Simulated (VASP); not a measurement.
A run of VASP 6.6.1 is set up as follows.

Contents of INCAR:

```
ALGO     = Normal         # electronic algorithm
EDIFF    = 1E-6           # SCF threshold, eV
ENCUT    = 520            # plane-wave cutoff, eV
GGA      = PE             # functional
ISIF     = 2              # what is computed and relaxed
ISMEAR   = 0              # smearing method
IVDW     = 12             # dispersion correction
LASPH    = T              # aspherical terms in the spheres
LCHARG   = F              # write CHGCAR
LREAL    = F              # projectors in reciprocal space
LWAVE    = F              # write WAVECAR
NBANDS   = 15             # bands
NELM     = 60             # most SCF steps
PREC     = Accurate       # precision mode
SIGMA    = 0.02           # smearing width, eV
```

KPOINTS

```
k-points
0
Gamma
  12 12 12
```

Contents of POSCAR:

```
SiO2
1.0
    1.3327033881      0.7694366599      4.2287036347
   -1.3327033881      0.7694366599      4.2287036347
    0.0000000000     -1.5388733198      4.2287036347
Si O
1 2
Direct
    0.5000000000      0.5000000000      0.5000000000
    0.7614296012      0.7614296012      0.7614296012
    0.2385703988      0.2385703988      0.2385703988
```

Potentials or basis: VASP PAW PBE potentials, release 64 (Si, O).

The run is started by

```bash
$ cat potpaw_PBE.64/Si/POTCAR potpaw_PBE.64/O/POTCAR > POTCAR
$ mpirun -np 1 vasp_std > vasp.out
```

Problem. Estimate the pressure.

Solution. 7.6 GPa.

Problem. What does it give for the dispersion energy per atom?

Solution. -0.209 eV.

Forces on the atoms (eV/Å):
```
Si   0.000  0.000  0.000
O    0.000  0.000 -0.019
O    0.000  0.000  0.019
```

Caveat: the cell stands under pressure.
